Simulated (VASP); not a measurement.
# Sn in VASP: settings compared

Aim: see how the results for Sn move with the level of theory and the settings. Levels: PBE, PBEsol-based screened hybrid with 25 % exact exchange. Tasks: single point.

Everything below comes from runs of VASP 6.6.1. Logs are shortened: lines on timing, memory, paths and dates and some standing lists are left out, and cuts for length are marked.

## Step 1: The cell of the first run

The structure is orthorhombic, space group Fddd (No. 70). The conventional cell has a = 3.199 Å, b = 8.274 Å, c = 8.358 Å, α = 90.00°, β = 90.00°, γ = 90.00°. Within 4.0 Å of Sn (site symmetry 222) lie 10 Sn at 3.05 to 3.79 Å.

## Step 2: Single point, PBE

File INCAR:

```
SYSTEM = Sn
PREC = Accurate
ENCUT = 520
EDIFF = 1E-6
ISMEAR = -1
SIGMA = 0.05
LREAL = .False.
LASPH = .True.
NELM = 60
ALGO = Normal
ISIF = 2
LWAVE = .False.
LCHARG = .False.
GGA = PE
NBANDS = 21
```

File KPOINTS:

```
Automatic mesh
0
Gamma
  8 8 8
  0 0 0
```

File POSCAR:

```
Sn
1.0
   -2.9254397530      2.9254397530      1.5993019889
    2.9254397530     -2.9254397530      1.5993019889
    2.9548411576      2.9548411576     -1.5993019889
Sn
2
Direct
    0.0000000000      0.0000000000      0.0000000000
    0.7500000000      0.2500000000      0.5000000000
```

Potentials or basis: VASP PAW PBE potentials, release 64 (Sn_d).

Started as:

```console
> cat potpaw_PBE.64/Sn_d/POTCAR > POTCAR
> mpirun -np 1 vasp_std > vasp.out
```

OUTCAR:

```text
SYSTEM = Sn
   PREC = Accurate
   ENCUT = 520
   EDIFF = 1E-6
   ISMEAR = -1
   LREAL = .False.
   LASPH = .True.
   NELM = 60
   ISIF = 2
   GGA = PE

 ion  position               nearest neighbor table
   1  0.000  0.000  0.000-   2 3.05   2 3.05   2 3.05   2 3.05
   2  0.750  0.250  0.500-   1 3.05   1 3.05   1 3.05   1 3.05

  LATTYP: Found a face centered orthorhombic cell.
 ALAT       =     3.1986039778
 B/A-ratio  =     2.5868764019
 C/A-ratio  =     2.6128751598

  Lattice vectors:

 A1 = (   5.8802809106,   0.0294014046,   0.0000000000)
 A2 = (   2.9548411576,   2.9548411576,   1.5993019889)
 A3 = (   2.9254397530,  -2.9254397530,   1.5993019889)

Analysis of symmetry for initial positions (statically):
=====================================================================
 Subroutine PRICEL returns:
 Original cell was already a primitive cell.

 Routine SETGRP: Setting up the symmetry group for a
 face centered orthorhombic supercell.

 Subroutine GETGRP returns: Found  8 space group operations
 (whereof  4 operations were pure point group operations)
 out of a pool of  8 trial point group operations.

The static configuration has the point symmetry D_2 .
 The point group associated with its full space group is D_2h.

Analysis of symmetry for dynamics (positions and initial velocities):
=====================================================================
 Subroutine PRICEL returns:
 Original cell was already a primitive cell.

 Routine SETGRP: Setting up the symmetry group for a
 face centered orthorhombic supercell.

 Subroutine GETGRP returns: Found  8 space group operations
 (whereof  4 operations were pure point group operations)
 out of a pool of  8 trial point group operations.

The dynamic configuration has the point symmetry D_2 .
 The point group associated with its full space group is D_2h.

 Subroutine INISYM returns: Found  8 space group operations
 (whereof  4 operations are pure point group operations),
 and found     1 'primitive' translations

----------------------------------------------------------------------------------------

                                     Primitive cell

  volume of cell :      55.2988

  direct lattice vectors                    reciprocal lattice vectors
    -2.925439753  2.925439753  1.599301989    -0.000850321  0.170064154  0.312636390
     2.925439753 -2.925439753  1.599301989     0.170064154 -0.000850321  0.312636390
     2.954841158  2.954841158 -1.599301989     0.169213834  0.169213834  0.000000000

  length of vectors
     4.435556600  4.435556600  4.474364691     0.355898935  0.355898935  0.239304498

  position of ions in fractional coordinates (direct lattice)
     0.000000000  0.000000000  0.000000000
     0.750000000  0.250000000  0.500000000

  ion indices of the primitive-cell ions
   primitive index   ion index
                 1           1
                 2           2

----------------------------------------------------------------------------------------

 KPOINTS: Automatic mesh

Automatic generation of k-mesh.
 Grid dimensions read from file:
 generate k-points for:    8    8    8

 Generating k-lattice:

  Cartesian coordinates                     Fractional coordinates (reciprocal lattice)
    -0.000106290  0.021258019  0.039079549     0.125000000  0.000000000  0.000000000
     0.021258019 -0.000106290  0.039079549     0.000000000  0.125000000  0.000000000
     0.021151729  0.021151729  0.000000000     0.000000000  0.000000000  0.125000000

  Length of vectors
     0.044487367  0.044487367  0.029913062

  Shift w.r.t. Gamma in fractional coordinates (k-lattice)
     0.000000000  0.000000000  0.000000000

 Subroutine IBZKPT returns following result:
 ===========================================

 Found     95 irreducible k-points:

 Following reciprocal coordinates:
            Coordinates               Weight
  0.000000  0.000000  0.000000      1.000000
  0.125000  0.000000 -0.000000      8.000000
  0.250000  0.000000 -0.000000      8.000000
  0.375000  0.000000 -0.000000      8.000000
  0.500000  0.000000 -0.000000      4.000000
  0.125000  0.125000 -0.000000      4.000000
[... 16 lines left out ...]
  0.125000  0.000000  0.125000      8.000000
  0.250000  0.000000  0.125000      8.000000
 [... further k-points ...]
   k-points           NKPTS =     95   k-points in BZ     NKDIM =     95   number of bands    NBANDS=     21
   number of dos      NEDOS =    301   number of ions     NIONS =      2
   total plane-waves  NPLWV =  46656
   dimension x,y,z NGX =    36 NGY =   36 NGZ =   36
   dimension x,y,z NGXF=    72 NGYF=   72 NGZF=   72
   ions per type =               2
   NGX,Y,Z   is equivalent  to a cutoff of  13.49, 13.49, 13.38 a.u.
   NGXF,Y,Z  is equivalent  to a cutoff of  26.99, 26.99, 26.75 a.u.
 SYSTEM =  Sn
   PREC   = accura    normal or accurate (medium, high low for compatibility)
   ISTART =      0    job   : 0-new  1-cont  2-samecut
   ICHARG =      2    charge: 1-file 2-atom 10-const
   ISPIN  =      1    spin polarized calculation?
   LNONCOLLINEAR =      F non collinear calculations
   LSORBIT =      F    spin-orbit coupling
   LASPH  =      T    aspherical Exc in radial PAW
   ENCUT  =  520.0 eV  38.22 Ry    6.18 a.u.   8.25  8.25  8.32*2*pi/ulx,y,z
   NELM   =     60;   NELMIN=  2; NELMDL= -5     # of ELM steps
   EDIFF  = 0.1E-05   stopping-criterion for ELM
   LREAL  =      F    real-space projection
   EDIFFG = 0.1E-04   stopping-criterion for IOM
   NSW    =      0    number of steps for IOM
   IBRION =     -1    ionic relax: 0-MD 1-quasi-New 2-CG
   NFREE  =      0    steps in history (QN), initial steepest desc. (CG)
   ISIF   =      2    stress and relaxation
   ISYM   =      2    0-nonsym 1-usesym 2-fastsym
   POTIM  = 0.5000    time-step for ionic-motion
   TEBEG  =    0.0;   TEEND  =   0.0 temperature during run
   PSTRESS=    0.0 pullay stress
   NELECT =      28.0000    total number of electrons
   NUPDOWN=      -1.0000    fix difference up-down
   EMIN   =  10.00;   EMAX   =-10.00  energy-range for DOS
   EFERMI =   0.00;   METHOD = LEGACY
   ISMEAR =    -1;   SIGMA  =   0.05  broadening in eV -4-tet -1-fermi 0-gaus
   EFERMI_NEDOS =   21; number of points for ismear=-14 and -15
   IALGO  =     38    algorithm
   IMIX   =      4    mixing-type and parameters
     AMIX     =   0.40;   BMIX     =  1.00
     AMIX_MAG =   1.60;   BMIX_MAG =  1.00
  volume/ion in A,a.u.               =      27.65       186.59
  Fermi-wavevector in a.u.,A,eV,Ry     =   1.304835  2.465781 23.165202  1.702594
  Thomas-Fermi vector in A             =   2.435744
   LORBIT       =      0    0 simple, 1 ext, 2 COOP (PROOUT), +10 PAW based schemes
   GGA     = PE    functional components
   LHFCALC =     F    Hartree Fock is set to
   AEXX    =    0.0000 exact exchange contribution
   IVDW    =     0    specifies the selected vdW correction
   LEPSILON=     F    determine dielectric tensor
   LRPA    =     F    only Hartree local field effects (RPA)
 non-spin polarized calculation
  energy-cutoff  :      520.00
  volume of cell :       55.30
 maximum number of plane-waves:      1506
 NGX is ok and might be reduce to    36
   NGX = 17   NGY = 17   NGZ = 17

 number of electron      27.9999991 magnetization

 Free energy of the ion-electron system (eV)
  ---------------------------------------------------
  ext. energy  EPLUGINS =         0.00000000
  ---------------------------------------------------
  free energy    TOTEN  =        -7.59315729 eV

  energy without entropy =       -7.58269239  energy(sigma->0) =       -7.58792484

 E-fermi :   7.7224     XC(G=0): -10.2173

 val. band max:        7.7079231386   @ k =  -0.2500   0.2500   0.2500
 cond. band min:       7.7316754772   @ k =  -0.2500   0.5000   0.1250
 fundamental gap:      0.0237523386
 Fermi energy:         7.7223678197

 k-point     1 :       0.0000    0.0000    0.0000
  band No.  band energies     occupation
      1     -13.8859      2.00000
      2     -13.8042      2.00000
      3     -13.7658      2.00000
      4     -13.7515      2.00000
      5     -13.6113      2.00000
      6     -13.6110      2.00000
[... 13 lines left out ...]
     20      17.4951      0.00000
     21      18.1696      0.00000

 k-point     2 :       0.1250    0.0000   -0.0000
  band No.  band energies     occupation
      1     -13.8765      2.00000
      2     -13.7757      2.00000
      3     -13.7555      2.00000
      4     -13.7194      2.00000
      5     -13.6299      2.00000
      6     -13.6243      2.00000
[... 13 lines left out ...]
     20      16.4086      0.00000
     21      16.5273      0.00000

 k-point     3 :       0.2500    0.0000   -0.0000
  band No.  band energies     occupation
      1     -13.8516      2.00000
      2     -13.7310      2.00000
      3     -13.7221      2.00000
      4     -13.6841      2.00000
      5     -13.6638      2.00000
      6     -13.6256      2.00000
[... 13 lines left out ...]
     20      14.8986      0.00000
     21      16.3104      0.00000

 k-point     4 :       0.3750    0.0000   -0.0000
  band No.  band energies     occupation
      1     -13.8264      2.00000
      2     -13.7217      2.00000
      3     -13.7195      2.00000
      4     -13.6986      2.00000
      5     -13.6747      2.00000
      6     -13.6483      2.00000
[... 13 lines left out ...]
     20      15.0439      0.00000
     21      17.5903      0.00000

 k-point     5 :       0.5000    0.0000   -0.0000
  band No.  band energies     occupation
      1     -13.8136      2.00000
      2     -13.7449      2.00000
      3     -13.7293      2.00000
      4     -13.6915      2.00000
      5     -13.6641      2.00000
      6     -13.6583      2.00000
[... 13 lines left out ...]
     20      17.2209      0.00000
     21      17.5787      0.00000
[... 382 lines left out ...]
     20      17.1991      0.00000
     21      18.6277      0.00000

 k-point    22 :       0.0000    0.0000    0.1250
  band No.  band energies     occupation
      1     -13.8736      2.00000
      2     -13.8062      2.00000
      3     -13.7591      2.00000
      4     -13.7557      2.00000
      5     -13.6171      2.00000
      6     -13.6048      2.00000
[... 13 lines left out ...]
     20      17.9940      0.00000
     21      18.2159      0.00000

 k-point    23 :       0.1250    0.0000    0.1250
  band No.  band energies     occupation
      1     -13.8545      2.00000
      2     -13.7803      2.00000
      3     -13.7392      2.00000
      4     -13.7351      2.00000
      5     -13.6331      2.00000
      6     -13.6135      2.00000
[... 13 lines left out ...]
     20      16.6570      0.00000
     21      17.2385      0.00000

 k-point    24 :       0.2500    0.0000    0.1250
  band No.  band energies     occupation
      1     -13.8281      2.00000
      2     -13.7322      2.00000
      3     -13.7153      2.00000
      4     -13.7080      2.00000
      5     -13.6546      2.00000
      6     -13.6359      2.00000
[... 13 lines left out ...]
     20      15.7926      0.00000
     21      15.9763      0.00000

 [... further k-points ...]

------------------------ aborting loop because EDIFF is reached ----------------------------------------

  FORCE on cell =-STRESS in cart. coord.  units (eV):
  Direction    XX          YY          ZZ          XY          YZ          ZX
  --------------------------------------------------------------------------------------
  -------------------------------------------------------------------------------------
  Total        0.3265575      0.3265575      0.7946162     -0.0822342      0.0000000      0.0000000
  in kB        9.4613801      9.4613801     23.0224871     -2.3825785      0.0000000      0.0000000
  external PRESSURE =      13.9817491 kB  Pullay stress =       0.0000000 kB

 VOLUME and BASIS-vectors are now :
 -----------------------------------------------------------------------------
  energy-cutoff  :      520.00
  volume of cell :       55.30
      direct lattice vectors                 reciprocal lattice vectors
    -2.925439753  2.925439753  1.599301989    -0.000850321  0.170064154  0.312636390
     2.925439753 -2.925439753  1.599301989     0.170064154 -0.000850321  0.312636390
     2.954841158  2.954841158 -1.599301989     0.169213834  0.169213834  0.000000000

 POSITION                                       TOTAL-FORCE (eV/Angst)
 -----------------------------------------------------------------------------------
      0.00000      0.00000      0.00000        -0.000000      0.000000     -0.000000
      0.01470      2.94014      0.79965         0.000000     -0.000000      0.000000
 -----------------------------------------------------------------------------------
    total drift:                               -0.000000      0.000000     -0.000000

  FREE ENERGIE OF THE ION-ELECTRON SYSTEM (eV)
  ---------------------------------------------------
  free  energy   TOTEN  =        -7.5931572947 eV

  energy  without entropy=       -7.5826923896  energy(sigma->0) =       -7.58792484
```

It took 2.2 min on 1 thread of Intel Xeon 8259CL, shared host; peak memory 0.25 GiB.

Results:

* Free energy: -7.5932 eV
* Pressure: 1.4 GPa
* Band gap on the k mesh: zero (bands 14 and 15 overlap by 3.59 eV)

Stress tensor (GPa, compression positive):
```
 0.95 -0.24  0.00
-0.24  0.95  0.00
 0.00  0.00  2.30
```

Caveat: spin-orbit coupling is left out, which moves the levels of the heavy elements.

[end of part 1 of 2]
